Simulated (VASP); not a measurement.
# SiRu5 in VASP: relaxation of the atoms with LDA

Aim: the relaxation of the atoms of SiRu5 with LDA.

Program: VASP 6.6.1. These are calculated values, not measurements. Logs are shortened: lines on timing, memory, paths and dates and some standing lists are left out, and cuts for length are marked.

## (1) The cell of the first run

The cell holds a slab with vacuum, 6 atoms: a = 2.674 Å, b = 2.674 Å, c = 23.900 Å, α = 90.00°, β = 90.00°, γ = 120.00°.

## (2) Relaxation of the atoms, LDA

The input, INCAR:

```
  PREC = Accurate
  ENCUT = 450
  EDIFF = 1E-7
  ISMEAR = 0
  SIGMA = 0.1
  LREAL = False
  LASPH = True
  NELM = 120
  ALGO = Normal
  ISIF = 2
  LWAVE = False
  LCHARG = False
  LDIPOL = True
  IDIPOL = 3
  DIPOL = 0.5 0.5 0.386
  GGA = CA
  IBRION = 2
  NSW = 36
  EDIFFG = -0.025
  GGA_COMPAT = False
  NELMIN = 4
  NELMDL = -8
```

The input, KPOINTS:

```
regular mesh
0
Gamma
  12 12 1
```

The input, POSCAR:

```
SiRu5
1.0
    2.6740588505      0.0000000000      0.0000000000
   -1.3370294252      2.3158028957      0.0000000000
    0.0000000000      0.0000000000     23.8999247755
Ru Si
5 1
Selective dynamics
Direct
    0.6666666667      0.3333333333      0.1673645435  F F F
    0.3333333333      0.6666666667      0.2557907839  F F F
    0.6666666667      0.3333333333      0.3443582822  F F F
    0.3333333333      0.6666666667      0.4334512798  F F F
    0.6666666667      0.3333333333      0.5188269374  F F F
    1.3333333333      0.6666666667      0.5952189455  F F T
```

Potentials or basis: VASP PAW LDA potentials, release 64 (Ru_pv, Si).

Command:

```sh
cat potpaw_LDA.64/Ru_pv/POTCAR potpaw_LDA.64/Si/POTCAR > POTCAR
mpirun -np 1 vasp_std > vasp.out
```

OUTCAR:

```text
PREC = Accurate
   ENCUT = 450
   EDIFF = 1E-7
   ISMEAR = 0
   LREAL = False
   LASPH = True
   NELM = 120
   ISIF = 2
   GGA = CA
   IBRION = 2
   NSW = 36
   EDIFFG = -0.025
   NELMIN = 4
   NELMDL = -8

 ion  position               nearest neighbor table
   1  0.667  0.333  0.167-   2 2.62   2 2.62   2 2.62
   2  0.333  0.667  0.256-   1 2.62   1 2.62   1 2.62   3 2.62   3 2.62   3 2.62
   3  0.667  0.333  0.344-   2 2.62   2 2.62   2 2.62   4 2.63   4 2.63   4 2.63
   4  0.333  0.667  0.433-   5 2.56   5 2.56   5 2.56   3 2.63   3 2.63   3 2.63
   5  0.667  0.333  0.519-   6 2.39   6 2.39   6 2.39   4 2.56   4 2.56   4 2.56
   6  0.333  0.667  0.595-   5 2.39   5 2.39   5 2.39

  LATTYP: Found a hexagonal cell.
 ALAT       =     2.6740588505
 C/A-ratio  =     8.9376958817

  Lattice vectors:

 A1 = (   2.6740588505,   0.0000000000,   0.0000000000)
 A2 = (  -1.3370294252,   2.3158028957,   0.0000000000)
 A3 = (   0.0000000000,   0.0000000000,  23.8999247755)

Analysis of symmetry for initial positions (statically):
=====================================================================
 Subroutine PRICEL returns:
 Original cell was already a primitive cell.

 Routine SETGRP: Setting up the symmetry group for a
 hexagonal supercell.

 Subroutine GETGRP returns: Found  6 space group operations
 (whereof  6 operations were pure point group operations)
 out of a pool of 24 trial point group operations.

The static configuration has the point symmetry C_3v.

Analysis of symmetry for dynamics (positions and initial velocities):
=====================================================================
 Subroutine PRICEL returns:
 Original cell was already a primitive cell.

 Routine SETGRP: Setting up the symmetry group for a
 hexagonal supercell.

 Subroutine GETGRP returns: Found  6 space group operations
 (whereof  6 operations were pure point group operations)
 out of a pool of 24 trial point group operations.

The dynamic configuration has the point symmetry C_3v.

Analysis of constrained symmetry for selective dynamics:
=====================================================================
 Subroutine PRICEL returns:
 Original cell was already a primitive cell.

 Routine SETGRP: Setting up the symmetry group for a
 hexagonal supercell.

 Subroutine GETGRP returns: Found  6 space group operations
 (whereof  6 operations were pure point group operations)
[... 124 lines left out ...]
     AMIX_MAG =   1.60;   BMIX_MAG =  1.00
  volume/ion in A,a.u.               =      24.67       166.46
  Fermi-wavevector in a.u.,A,eV,Ry     =   1.299359  2.455432 22.971164  1.688333
  Thomas-Fermi vector in A             =   2.430628
   LORBIT       =      0    0 simple, 1 ext, 2 COOP (PROOUT), +10 PAW based schemes
   GGA     = CA    functional components
   LHFCALC =     F    Hartree Fock is set to
   AEXX    =    0.0000 exact exchange contribution
   IVDW    =     0    specifies the selected vdW correction
   LEPSILON=     F    determine dielectric tensor
   LRPA    =     F    only Hartree local field effects (RPA)
 conjugate gradient relaxation of ions
 non-spin polarized calculation
 Gauss-broadening in eV      SIGMA  =   0.10
  energy-cutoff  :      450.00
  volume of cell :      148.00
 maximum number of plane-waves:      3251
 NGX is ok and might be reduce to    20
   NGX =  9   NGY =  9   NGZ = 83

--------------------------------------- Ionic step        1  -------------------------------------------

 number of electron      74.0000000 magnetization

 Free energy of the ion-electron system (eV)
  ---------------------------------------------------
  ext. energy  EPLUGINS =         0.00000000
  ---------------------------------------------------
  free energy    TOTEN  =       -57.60121779 eV

  energy without entropy =      -57.57660414  energy(sigma->0) =      -57.58891097

------------------------ aborting loop because EDIFF is reached ----------------------------------------

  FORCE on cell =-STRESS in cart. coord.  units (eV):
  Direction    XX          YY          ZZ          XY          YZ          ZX
  --------------------------------------------------------------------------------------
  -------------------------------------------------------------------------------------
  Total        0.6638858      0.6638858      3.9451356      0.0000000      0.0000000     -0.0000000
  in kB        7.1867890      7.1867890     42.7074290      0.0000000      0.0000000     -0.0000000
  external PRESSURE =      19.0270023 kB  Pullay stress =       0.0000000 kB
[... 61 lines left out ...]
  FREE ENERGIE OF THE ION-ELECTRON SYSTEM (eV)
  ---------------------------------------------------
  free  energy   TOTEN  =       -57.7219802014 eV

  energy  without entropy=      -57.6955857835  energy(sigma->0) =      -57.70878299

 dipolmoment           0.000000      0.000000      0.002549 electrons x Angstroem

--------------------------------------- Ionic step        3  -------------------------------------------

 number of electron      74.0000000 magnetization

 dipolmoment           0.000000      0.000000     -0.005401 electrons x Angstroem

 Free energy of the ion-electron system (eV)
  ---------------------------------------------------
  ext. energy  EPLUGINS =         0.00000000
  ---------------------------------------------------
  free energy    TOTEN  =       -57.76579227 eV

  energy without entropy =      -57.73814835  energy(sigma->0) =      -57.75197031

 E-fermi :   4.4135     XC(G=0):  -8.3092

 val. band max:        4.4093406269   @ k =   0.4167   0.1667   0.0000
 cond. band min:       4.4244441947   @ k =   0.1667   0.0000   0.0000
 fundamental gap:      0.0151035678
 Fermi energy:         4.4134925753

 k-point     1 :       0.0000    0.0000    0.0000
  band No.  band energies     occupation
      1     -39.1652      2.00000
      2     -38.8912      2.00000
      3     -38.4548      2.00000
      4     -38.1858      2.00000
      5     -38.1858      2.00000
      6     -38.1269      2.00000
[... 882 lines left out ...]
     43       5.7101      0.00000
     44       9.2715      0.00000

------------------------ aborting loop because EDIFF is reached ----------------------------------------

 vacuum level on the upper side and lower side of the slab       (xc-potential included)        -0.227        -0.095

  FORCE on cell =-STRESS in cart. coord.  units (eV):
  Direction    XX          YY          ZZ          XY          YZ          ZX
  --------------------------------------------------------------------------------------
  -------------------------------------------------------------------------------------
  Total       -1.0447931     -1.0447931     -0.4103957     -0.0000000      0.0000000      0.0000000
  in kB      -11.3102393    -11.3102393     -4.4426726     -0.0000000      0.0000000      0.0000000
  external PRESSURE =      -9.0210504 kB  Pullay stress =       0.0000000 kB
[... 21 lines left out ...]
  FREE ENERGIE OF THE ION-ELECTRON SYSTEM (eV)
  ---------------------------------------------------
  free  energy   TOTEN  =       -57.7657922658 eV

  energy  without entropy=      -57.7381483545  energy(sigma->0) =      -57.75197031

 reached required accuracy - stopping structural energy minimisation

 vacuum level on the upper side and lower side of the slab         9.608         9.741
```

It took 8.2 min on 1 thread of Intel Xeon Platinum 8559C (Emerald Rapids), shared host; peak memory 0.24 GiB.

What came out:

* Free energy: -57.7658 eV
* Energy gained by relaxing: 27.4 meV/atom
* Ionic steps: 3
* Band gap on the k mesh: zero (bands 37 and 38 overlap by 2.54 eV)

Step by step:
| step | energy change (eV) | largest force on free atoms (eV/Å) | pressure (GPa) |
| --- | --- | --- | --- |
| 1 | 0.0000 | 1.8560 | 1.90 |
| 2 | -0.1208 | 0.8776 | 0.47 |
| 3 | -0.1646 | 0.0063 | -0.90 |

Final structure:
```
CELL_PARAMETERS angstrom
2.67406 0.00000 0.00000
-1.33703 2.31580 0.00000
0.00000 0.00000 23.89992
ATOMIC_POSITIONS crystal
Ru 0.66667 0.33333 0.16736
Ru 0.33333 0.66667 0.25579
Ru 0.66667 0.33333 0.34436
Ru 0.33333 0.66667 0.43345
Ru 0.66667 0.33333 0.51883
Si 0.33333 0.66667 0.60340
```
